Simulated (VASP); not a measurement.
# Li2O (Fm-3m) in VASP: further runs

Runs on Li2O. Level: PBE. Tasks: single point.

Everything below comes from runs of VASP 6.6.1. Logs are shortened: lines on timing, memory, paths and dates and some standing lists are left out, and cuts for length are marked.

## 1. The cell of the first run

Symmetry: Fm-3m, No. 225, cubic system. The conventional cell has a = 4.610 Å, b = 4.610 Å, c = 4.610 Å, α = 90.00°, β = 90.00°, γ = 90.00°. O (site symmetry m-3m) has 8 Li at 2.00 Å within 2.6 Å. Li (site symmetry -43m) has 4 O at 2.00 Å and 6 Li at 2.31 Å within 2.6 Å.

## 2. Single point, PBE

INCAR

```
  PREC = Accurate
  ENCUT = 750
  EDIFF = 1E-6
  ISMEAR = 0
  SIGMA = 0.02
  LREAL = False
  LASPH = True
  NELM = 120
  ALGO = Normal
  ISIF = 2
  LWAVE = False
  LCHARG = False
  GGA = PE
  NBANDS = 13
  GGA_COMPAT = False
```

KPOINTS

```
Automatic mesh
0
Gamma
  7 7 7
```

POSCAR

```
Li2O
1.0
    0.0000000000      2.3052441229      2.3052441229
    2.3052441229      0.0000000000      2.3052441229
    2.3052441229      2.3052441229      0.0000000000
O Li
1 2
Direct
    0.0000000000      0.0000000000      0.0000000000
    0.2500000000      0.2500000000      0.2500000000
    0.7500000000      0.7500000000      0.7500000000
```

Potentials or basis: VASP PAW PBE potentials, release 64 (O, Li_sv).

Launch:

```
> cat potpaw_PBE.64/O/POTCAR potpaw_PBE.64/Li_sv/POTCAR > POTCAR
> mpirun -np 1 vasp_std > vasp.out
```

OUTCAR:

```text
PREC = Accurate
   ENCUT = 750
   EDIFF = 1E-6
   ISMEAR = 0
   LREAL = False
   LASPH = True
   NELM = 120
   ISIF = 2
   GGA = PE

 ion  position               nearest neighbor table
   1  0.000  0.000  0.000-   2 2.00   3 2.00   3 2.00   3 2.00   3 2.00   2 2.00   2 2.00   2 2.00

   2  0.250  0.250  0.250-   1 2.00   1 2.00   1 2.00   1 2.00   3 2.31   3 2.31   3 2.31   3 2.31
                             3 2.31   3 2.31
   3  0.750  0.750  0.750-   1 2.00   1 2.00   1 2.00   1 2.00   2 2.31   2 2.31   2 2.31   2 2.31
                             2 2.31   2 2.31

  LATTYP: Found a face centered cubic cell.
 ALAT       =     4.6104882458

  Lattice vectors:

 A1 = (   0.0000000000,   2.3052441229,   2.3052441229)
 A2 = (   2.3052441229,   0.0000000000,   2.3052441229)
 A3 = (   2.3052441229,   2.3052441229,   0.0000000000)

Analysis of symmetry for initial positions (statically):
=====================================================================
 Subroutine PRICEL returns:
 Original cell was already a primitive cell.

 Routine SETGRP: Setting up the symmetry group for a
 face centered cubic supercell.

 Subroutine GETGRP returns: Found 48 space group operations
 (whereof 48 operations were pure point group operations)
 out of a pool of 48 trial point group operations.

The static configuration has the point symmetry O_h .

Analysis of symmetry for dynamics (positions and initial velocities):
=====================================================================
 Subroutine PRICEL returns:
 Original cell was already a primitive cell.

 Routine SETGRP: Setting up the symmetry group for a
 face centered cubic supercell.

 Subroutine GETGRP returns: Found 48 space group operations
 (whereof 48 operations were pure point group operations)
 out of a pool of 48 trial point group operations.

The dynamic configuration has the point symmetry O_h .

 Subroutine INISYM returns: Found 48 space group operations
 (whereof 48 operations are pure point group operations),
 and found     1 'primitive' translations

----------------------------------------------------------------------------------------

                                     Primitive cell

  volume of cell :      24.5008

  direct lattice vectors                    reciprocal lattice vectors
     0.000000000  2.305244123  2.305244123    -0.216896768  0.216896768  0.216896768
     2.305244123  0.000000000  2.305244123     0.216896768 -0.216896768  0.216896768
     2.305244123  2.305244123  0.000000000     0.216896768  0.216896768 -0.216896768

[... 92 lines left out ...]
   NUPDOWN=      -1.0000    fix difference up-down
   EMIN   =  10.00;   EMAX   =-10.00  energy-range for DOS
   EFERMI =   0.00;   METHOD = LEGACY
   ISMEAR =     0;   SIGMA  =   0.02  broadening in eV -4-tet -1-fermi 0-gaus
   EFERMI_NEDOS =   21; number of points for ismear=-14 and -15
   IALGO  =     38    algorithm
   IMIX   =      4    mixing-type and parameters
     AMIX     =   0.40;   BMIX     =  1.00
     AMIX_MAG =   1.60;   BMIX_MAG =  1.00
  volume/ion in A,a.u.               =       8.17        55.11
  Fermi-wavevector in a.u.,A,eV,Ry     =   1.290451  2.438600 22.657304  1.665265
  Thomas-Fermi vector in A             =   2.422282
   LORBIT       =      0    0 simple, 1 ext, 2 COOP (PROOUT), +10 PAW based schemes
   GGA     = PE    functional components
   LHFCALC =     F    Hartree Fock is set to
   AEXX    =    0.0000 exact exchange contribution
   IVDW    =     0    specifies the selected vdW correction
   LEPSILON=     F    determine dielectric tensor
   LRPA    =     F    only Hartree local field effects (RPA)
 non-spin polarized calculation
 Gauss-broadening in eV      SIGMA  =   0.02
  energy-cutoff  :      750.00
  volume of cell :       24.50
 maximum number of plane-waves:      1155
 NGX is ok and might be reduce to    30
   NGX = 15   NGY = 15   NGZ = 15

 number of electron      12.0000001 magnetization

 Free energy of the ion-electron system (eV)
  ---------------------------------------------------
  ext. energy  EPLUGINS =         0.00000000
  ---------------------------------------------------
  free energy    TOTEN  =       -14.35535567 eV

  energy without entropy =      -14.35535567  energy(sigma->0) =      -14.35535567

 E-fermi :   1.5255     XC(G=0):  -9.7771

 val. band max:        1.3646570042   @ k =   0.0000   0.0000   0.0000
 cond. band min:       6.5204479468   @ k =   0.4286   0.4286   0.0000
 fundamental gap:      5.1557909426
 Fermi energy:         1.5255255740

 k-point     1 :       0.0000    0.0000    0.0000
  band No.  band energies     occupation
      1     -41.6069      2.00000
      2     -41.2710      2.00000
      3     -14.0937      2.00000
      4       1.3647      2.00000
      5       1.3647      2.00000
      6       1.3647      2.00000
      7       6.6742      0.00000
      8      13.3365      0.00000
      9      13.3365      0.00000
     10      13.3365      0.00000
     11      20.4281      0.00000
     12      20.4281      0.00000
     13      20.4281      0.00000
[... 290 lines left out ...]
  band No.  band energies     occupation
      1     -41.4277      2.00000
      2     -41.4143      2.00000
      3     -13.8116      2.00000
      4      -0.6555      2.00000
      5      -0.1250      2.00000
      6       0.1433      2.00000
      7       8.5363      0.00000
      8      12.0193      0.00000
      9      15.2066      0.00000
     10      15.5815      0.00000
     11      19.0067      0.00000
     12      19.8969      0.00000
     13      24.3411      0.00000

------------------------ aborting loop because EDIFF is reached ----------------------------------------

  FORCE on cell =-STRESS in cart. coord.  units (eV):
  Direction    XX          YY          ZZ          XY          YZ          ZX
  --------------------------------------------------------------------------------------
  -------------------------------------------------------------------------------------
  Total        0.0756450      0.0756450      0.0756450     -0.0000000     -0.0000000     -0.0000000
  in kB        4.9466373      4.9466373      4.9466373     -0.0000000     -0.0000000     -0.0000000
  external PRESSURE =       4.9466373 kB  Pullay stress =       0.0000000 kB

 VOLUME and BASIS-vectors are now :
 -----------------------------------------------------------------------------
  energy-cutoff  :      750.00
  volume of cell :       24.50
      direct lattice vectors                 reciprocal lattice vectors
     0.000000000  2.305244123  2.305244123    -0.216896768  0.216896768  0.216896768
     2.305244123  0.000000000  2.305244123     0.216896768 -0.216896768  0.216896768
     2.305244123  2.305244123  0.000000000     0.216896768  0.216896768 -0.216896768

 POSITION                                       TOTAL-FORCE (eV/Angst)
 -----------------------------------------------------------------------------------
      0.00000      0.00000      0.00000        -0.000000      0.000000      0.000000
      1.15262      1.15262      1.15262        -0.000000     -0.000000     -0.000000
      3.45787      3.45787      3.45787         0.000000      0.000000      0.000000
 -----------------------------------------------------------------------------------
    total drift:                                0.000000     -0.000000      0.000000

  FREE ENERGIE OF THE ION-ELECTRON SYSTEM (eV)
  ---------------------------------------------------
  free  energy   TOTEN  =       -14.3553556655 eV

  energy  without entropy=      -14.3553556655  energy(sigma->0) =      -14.35535567
```

It took 12 s on 1 thread of Intel Xeon 6975P-C, shared host; peak memory 0.16 GiB.

What came out:

* Free energy: -14.3554 eV
* Pressure: 0.5 GPa
* Band gap on the k mesh: 5.16 eV, indirect (least direct gap 5.31 eV)

Levels at points of the mesh, in eV from the valence-band top:
```tsv
k point	band 3	band 4	band 5	band 6	band 7	band 8	band 9	band 10
(0.00, 0.00, 0.00)	-15.46	0.00	0.00	0.00	5.31	11.97	11.97	11.97
```

A k mesh can miss the band edges.

## 3. Single point, PBE

This run uses another cell than the first one, of 8.25 Å³/atom, 1.010 times its volume.

INCAR

```
  ALGO = Normal
  EDIFF = 1E-6
  ENCUT = 750
  GGA = PE
  GGA_COMPAT = F
  ISIF = 2
  ISMEAR = 0
  LASPH = T
  LCHARG = T
  LELF = T
  LREAL = F
  LVHAR = T
  LWAVE = F
  NBANDS = 13
  NELM = 120
  PREC = Accurate
  SIGMA = 0.02
```

KPOINTS

```
k-points
0
Gamma
  7 7 7
```

POSCAR

```
Li2O
1.0
    0.0000000000      2.3129798994      2.3129798994
    2.3129798994      0.0000000000      2.3129798994
    2.3129798994      2.3129798994      0.0000000000
O Li
1 2
Direct
    0.0000000000      0.0000000000      0.0000000000
    0.2500000000      0.2500000000      0.2500000000
    0.7500000000      0.7500000000      0.7500000000
```

Potentials or basis: VASP PAW PBE potentials, release 64 (O, Li_sv).

Launch:

```
> cat potpaw_PBE.64/O/POTCAR potpaw_PBE.64/Li_sv/POTCAR > POTCAR
> mpirun -np 1 vasp_std > vasp.out
```

OUTCAR:

```text
EDIFF = 1E-6
   ENCUT = 750
   GGA = PE
   ISIF = 2
   ISMEAR = 0
   LASPH = T
   LREAL = F
   NELM = 120
   PREC = Accurate

 ion  position               nearest neighbor table
   1  0.000  0.000  0.000-   3 2.00   3 2.00   3 2.00   2 2.00   3 2.00   2 2.00   2 2.00   2 2.00

   2  0.250  0.250  0.250-   1 2.00   1 2.00   1 2.00   1 2.00   3 2.31   3 2.31   3 2.31   3 2.31
                             3 2.31   3 2.31
   3  0.750  0.750  0.750-   1 2.00   1 2.00   1 2.00   1 2.00   2 2.31   2 2.31   2 2.31   2 2.31
                             2 2.31   2 2.31

  LATTYP: Found a face centered cubic cell.
 ALAT       =     4.6259597988

  Lattice vectors:

 A1 = (   0.0000000000,   2.3129798994,   2.3129798994)
 A2 = (   2.3129798994,   0.0000000000,   2.3129798994)
 A3 = (   2.3129798994,   2.3129798994,   0.0000000000)

Analysis of symmetry for initial positions (statically):
=====================================================================
 Subroutine PRICEL returns:
 Original cell was already a primitive cell.

 Routine SETGRP: Setting up the symmetry group for a
 face centered cubic supercell.

 Subroutine GETGRP returns: Found 48 space group operations
 (whereof 48 operations were pure point group operations)
 out of a pool of 48 trial point group operations.

The static configuration has the point symmetry O_h .

Analysis of symmetry for dynamics (positions and initial velocities):
=====================================================================
 Subroutine PRICEL returns:
 Original cell was already a primitive cell.

 Routine SETGRP: Setting up the symmetry group for a
 face centered cubic supercell.

 Subroutine GETGRP returns: Found 48 space group operations
 (whereof 48 operations were pure point group operations)
 out of a pool of 48 trial point group operations.

The dynamic configuration has the point symmetry O_h .

 Subroutine INISYM returns: Found 48 space group operations
 (whereof 48 operations are pure point group operations),
[... 122 lines left out ...]
   LEPSILON=     F    determine dielectric tensor
   LRPA    =     F    only Hartree local field effects (RPA)
 non-spin polarized calculation
 Gauss-broadening in eV      SIGMA  =   0.02
  energy-cutoff  :      750.00
  volume of cell :       24.75
 maximum number of plane-waves:      1173
 NGX is ok and might be reduce to    30
   NGX = 15   NGY = 15   NGZ = 15

 number of electron      11.9999999 magnetization

 Free energy of the ion-electron system (eV)
  ---------------------------------------------------
  ext. energy  EPLUGINS =         0.00000000
  ---------------------------------------------------
  free energy    TOTEN  =       -14.35623104 eV

  energy without entropy =      -14.35623104  energy(sigma->0) =      -14.35623104

 E-fermi :   1.5869     XC(G=0):  -9.7349

 val. band max:        1.3117243957   @ k =   0.0000   0.0000   0.0000
 cond. band min:       6.4451339420   @ k =   0.4286   0.4286   0.0000
 fundamental gap:      5.1334095464
 Fermi energy:         1.5869318571

 k-point     1 :       0.0000    0.0000    0.0000
  band No.  band energies     occupation
      1     -41.6793      2.00000
      2     -41.3540      2.00000
      3     -14.1301      2.00000
      4       1.3117      2.00000
      5       1.3117      2.00000
      6       1.3117      2.00000
      7       6.5476      0.00000
      8      13.2253      0.00000
      9      13.2253      0.00000
     10      13.2253      0.00000
     11      20.2688      0.00000
     12      20.2688      0.00000
     13      20.2688      0.00000
[... 290 lines left out ...]
  band No.  band energies     occupation
      1     -41.5060      2.00000
      2     -41.4931      2.00000
      3     -13.8494      2.00000
      4      -0.6867      2.00000
      5      -0.1671      2.00000
      6       0.1031      2.00000
      7       8.4461      0.00000
      8      11.8852      0.00000
      9      15.0491      0.00000
     10      15.4098      0.00000
     11      18.8385      0.00000
     12      19.7347      0.00000
     13      24.1367      0.00000

------------------------ aborting loop because EDIFF is reached ----------------------------------------

  FORCE on cell =-STRESS in cart. coord.  units (eV):
  Direction    XX          YY          ZZ          XY          YZ          ZX
  --------------------------------------------------------------------------------------
  -------------------------------------------------------------------------------------
  Total       -0.0507494     -0.0507494     -0.0507494      0.0000000      0.0000000      0.0000000
  in kB       -3.2854576     -3.2854576     -3.2854576      0.0000000      0.0000000      0.0000000
  external PRESSURE =      -3.2854576 kB  Pullay stress =       0.0000000 kB

 VOLUME and BASIS-vectors are now :
 -----------------------------------------------------------------------------
  energy-cutoff  :      750.00
  volume of cell :       24.75
      direct lattice vectors                 reciprocal lattice vectors
     0.000000000  2.312979899  2.312979899    -0.216171355  0.216171355  0.216171355
     2.312979899  0.000000000  2.312979899     0.216171355 -0.216171355  0.216171355
     2.312979899  2.312979899  0.000000000     0.216171355  0.216171355 -0.216171355

 POSITION                                       TOTAL-FORCE (eV/Angst)
 -----------------------------------------------------------------------------------
      0.00000      0.00000      0.00000         0.000000     -0.000000      0.000000
      1.15649      1.15649      1.15649         0.000000      0.000000      0.000000
      3.46947      3.46947      3.46947        -0.000000     -0.000000     -0.000000
 -----------------------------------------------------------------------------------
    total drift:                                0.000000     -0.000000      0.000000

  FREE ENERGIE OF THE ION-ELECTRON SYSTEM (eV)
  ---------------------------------------------------
  free  energy   TOTEN  =       -14.3562310371 eV

  energy  without entropy=      -14.3562310371  energy(sigma->0) =      -14.35623104
```

stdout:

```text
POSCAR found type information on POSCAR O Li
 POSCAR found :  2 types and       3 ions
 scaLAPACK will be used
 LDA part: xc-table for (Slater+PW92), standard interpolation
 POSCAR, INCAR and KPOINTS ok, starting setup
 FFT: planning ... GRIDC
 FFT: planning ... GRID_SOFT
 FFT: planning ... GRID
 WAVECAR not read
 entering main loop
```

Run time: 11 s. Hardware: 1 thread of Intel Xeon 6975P-C, shared host; peak memory 0.16 GiB.

Results:

```
Free energy            : -14.3562 eV
Pressure               : -0.3 GPa
Band gap on the k mesh : 5.13 eV, indirect (least direct gap 5.24 eV)
```

[end of part 1 of 2]
